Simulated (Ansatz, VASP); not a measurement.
**One calculation of CO2, two programs**

```xyz
12
Lattice="5.6300 0.0000 0.0000 0.0000 5.6300 0.0000 0.0000 0.0000 5.6300" Properties=species:S:1:pos:R:3 pbc="T T T"
C     0.0000    0.0000    0.0000
C     2.8150    0.0000    2.8150
C     2.8150    2.8150    0.0000
C     0.0000    2.8150    2.8150
O     0.6746    0.6746    0.6746
O     2.1404    4.9554    3.4896
O     3.4896    2.1404    4.9554
O     4.9554    3.4896    2.1404
O     4.9554    4.9554    4.9554
O     3.4896    0.6746    2.1404
O     2.1404    3.4896    0.6746
O     0.6746    2.1404    3.4896
```

Alike in both runs: functional PBE; k mesh 4 × 4 × 4; occupations fermi-dirac, width 0.02 eV; no spin polarisation.

Ansatz relaxed the structure, and its values are those at the end. VASP's run is a single point on that final structure, the one shown.

|  | VASP | Ansatz |
| --- | --- | --- |
| version | VASP 6.6.1 | Ansatz 0.2.0 |
| potentials or method | VASP PAW PBE potentials, release 64 (C_h, O_h) | plane-wave PAW, scalar-relativistic |
| plane-wave cutoff (eV) | 910 | 420 |
| valence electrons in the cell | 64 | 64 |

```tsv
	VASP	Ansatz	Ansatz less VASP
gap on the k mesh at the Fermi level (eV)	6.79	6.79	-0.002
rms of the force components (eV/Å)	0.010	0.005	-0.0052
```

The functional is the same, so the differences come from potentials, cutoffs and numerics. Ansatz's warnings: stress scf threshold loose.

Noted on VASP's run: the cutoff is short for stress, so the pressure is rough.
